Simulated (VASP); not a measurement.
Write the native input for VASP 6.6.1 that does the following.

```yaml
Task: single point
Functional: LDA
Potentials_or_basis: VASP PAW LDA potentials, release 64 (In_d, P)
Cutoff: 520 eV
k_mesh: 10 × 10 × 10
Occupations: gaussian, width 0.02 eV
Spin: no spin polarisation
Dipole_correction: no
Further_INCAR_settings: ALGO = Normal; EDIFF = 1e-06; NBANDS = 16
```

The structure of InP (eos) lies in POSCAR:

```
InP
1.0
    0.0000000000      2.9422846039      2.9422846039
    2.9422846039      0.0000000000      2.9422846039
    2.9422846039      2.9422846039      0.0000000000
In P
1 1
Direct
    0.0000000000      0.0000000000      0.0000000000
    0.7500000000      0.7500000000      0.7500000000
```

This cell differs from its parent crystal: volume scaled by 1.03.

These files were run (other wordings do the same):

INCAR

```
PREC = Accurate
ENCUT = 520
EDIFF = 1E-6
ISMEAR = 0
SIGMA = 0.02
LREAL = F
LASPH = T
NELM = 80
ALGO = Normal
ISIF = 2
LWAVE = F
LCHARG = F
GGA = CA
NBANDS = 16
```

KPOINTS

```
regular mesh
0
Gamma
  10 10 10
```

Potentials or basis: VASP PAW LDA potentials, release 64 (In_d, P).

The run is started by

```sh
$ cat potpaw_LDA.64/In_d/POTCAR potpaw_LDA.64/P/POTCAR > POTCAR
$ mpirun -np 1 vasp_std > vasp.out
```

Results of the run:

```json
{
 "Pressure": "-2.0 GPa",
 "Band gap on the k mesh": "0.45 eV, direct"
}
```

Caveat: spin-orbit coupling is left out, which moves the levels of the heavy elements.

It took 31 s on 1 thread of Intel Xeon 8259CL, on a shared host, peak memory 0.18 GiB.
